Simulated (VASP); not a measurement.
Write the native input for VASP 6.6.1 that does the following.

```
Task                   : single point
Functional             : PBE
Potentials or basis    : VASP PAW PBE potentials, release 64 (W_sv, F)
Cutoff                 : 520 eV
k mesh                 : 4 × 4 × 4
Occupations            : gaussian, width 0.1 eV
Spin                   : no spin polarisation
Dipole correction      : no
Further INCAR settings : ALGO = Normal; EDIFF = 1e-07; NBANDS = 52
```

The structure of WF lies in POSCAR:

```
WF
1.0
    5.0161836475     -2.2579878375      0.0000000000
    5.0161836475      2.2579878375      0.0000000000
    0.0000000000      0.0000000000      4.6722052221
W F
4 4
Direct
    0.1561394770      0.4919168609      0.2500000000
    0.5080831391      0.8438605230      0.2500000000
    0.8438605230      0.5080831391      0.7500000000
    0.4919168609      0.1561394770      0.7500000000
    0.7498446683      0.2501553317     -0.0104568983
    0.2501553317      0.7498446683      0.0104568983
    0.7498446683      0.2501553317      0.5104568983
    0.2501553317      0.7498446683      0.4895431017
```

The cell was built from a structure type or drawn by symmetry, and may not be a known phase.

The input as run:

INCAR

```
SYSTEM = WF
PREC     = Accurate       ! precision mode
ENCUT    = 520            ! plane-wave cutoff, eV
EDIFF    = 1E-7           ! SCF threshold, eV
ISMEAR   = 0              ! smearing method
SIGMA    = 0.1            ! smearing width, eV
LREAL    = .FALSE.        ! projectors in reciprocal space
LASPH    = .TRUE.         ! aspherical terms in the spheres
NELM     = 100            ! most SCF steps
ALGO     = Normal         ! electronic algorithm
ISIF     = 2              ! what is computed and relaxed
LWAVE    = .FALSE.        ! write WAVECAR
LCHARG   = .FALSE.        ! write CHGCAR
GGA      = PE             ! functional
NBANDS   = 52             ! bands
```

KPOINTS

```
Automatic mesh
0
G
  4 4 4
  0 0 0
```

Potentials or basis: VASP PAW PBE potentials, release 64 (W_sv, F).

Command:

```bash
$ cat potpaw_PBE.64/W_sv/POTCAR potpaw_PBE.64/F/POTCAR > POTCAR
$ mpirun -np 1 vasp_std > vasp.out
```

Results of the run:

- Pressure: 0.8 GPa
- Largest force: 0.142 eV/Å
- Band gap on the k mesh: zero (bands 42 and 43 overlap by 0.65 eV)

Caveat: the k points lie up to 0.38 Å⁻¹ apart, too coarse for converged energies and pressures of a metal; spin-orbit coupling is left out, which moves the levels of the heavy elements.

Wall time 2.1 min on 1 thread of Intel(R) Xeon(R) 6975P-C (Granite Rapids), on a shared host, peak memory 0.27 GiB.
